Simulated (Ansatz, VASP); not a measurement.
Two plane-wave programs on NbTe

INCAR

```
PREC = Accurate
ENCUT = 600
EDIFF = 1E-6
ISMEAR = -1
SIGMA = 0.05
LREAL = False
LASPH = True
NELM = 80
ALGO = Normal
ISIF = 3
LWAVE = False
LCHARG = False
GGA = B5
ALDAX = 1.0
AGGAX = 1.0
AGGAC = 1.0
ALDAC = 0.0
IBRION = 2
NSW = 60
EDIFFG = -0.01
```

Contents of KPOINTS:

```
Automatic mesh
0
Gamma
  8 8 7
```

Contents of POSCAR:

```
NbTe
1.0
    3.7029743866      0.0000000000      0.0000000000
   -1.8514871933      3.2068698884      0.0000000000
    0.0000000000      0.0000000000      3.6942110000
Te Nb
1 1
Direct
    0.6666666667      0.3333333333      0.0000000000
    0.0000000000      0.0000000000      0.5000000000
```

input.yaml

```yaml
crystal:
  lattice:
    - [3.7029743866, 0.0, 0.0]
    - [-1.8514871933, 3.2068698884, 0.0]
    - [0.0, 0.0, 3.694211]
  atoms:
    - { symbol: Te, position: [0.6666666667, 0.3333333333, 0.0] }
    - { symbol: Nb, position: [0.0, 0.0, 0.5] }
hamiltonian:
  xc: blyp
  pseudopotentials: { kind: paw }
kpoints:
  mp_grid: { grid: [8, 8, 7] }
scf:
  occupations: { method: fermi_dirac, width: 0.05 }
output:
  forces: true
  stress: true
  eigenvalues: true
relax:
  f_tol: 0.01
  max_steps: 40
  cell: { stress_tol: 0.05 }
```

Alike in both runs: task relaxation of cell and atoms; functional BLYP; k mesh 8 × 8 × 7; occupations fermi-dirac, width 0.05 eV; no spin polarisation.

|  | VASP | Ansatz |
| --- | --- | --- |
| version | VASP 6.6.1 | Ansatz 0.2.0 |
| potentials or method | VASP PAW PBE potentials, release 64 (Te, Nb_sv) | Ansatz PAW |
| plane-wave cutoff (eV) | 600 | 420 |
| valence electrons in the cell | 19 | 29 |

Ansatz gave:

- gap on the k mesh at the Fermi level, each at its own relaxed structure (eV): none
- relaxed volume (Å³/atom): 23.28
- relaxed cell length with the largest relative difference (Å): 3.743

Question: What did VASP give for the same quantities?

Answer: gap on the k mesh at the Fermi level, each at its own relaxed structure (eV): none; relaxed volume (Å³/atom): 23.30; relaxed cell length with the largest relative difference (Å): 3.747.

VASP's potentials were made for PBE, not for BLYP. A gap of «none» marks a metal or a gap that the smearing closes. VASP's potentials hold 19 valence electrons a cell and Ansatz's 29, so a difference there can come from the potentials and not from the codes.

Neither program's run includes spin-orbit coupling. Noted on Ansatz's run: the plane-wave basis is chosen anew once the cell has moved, so the energies of steps on either side of that aren't comparable.
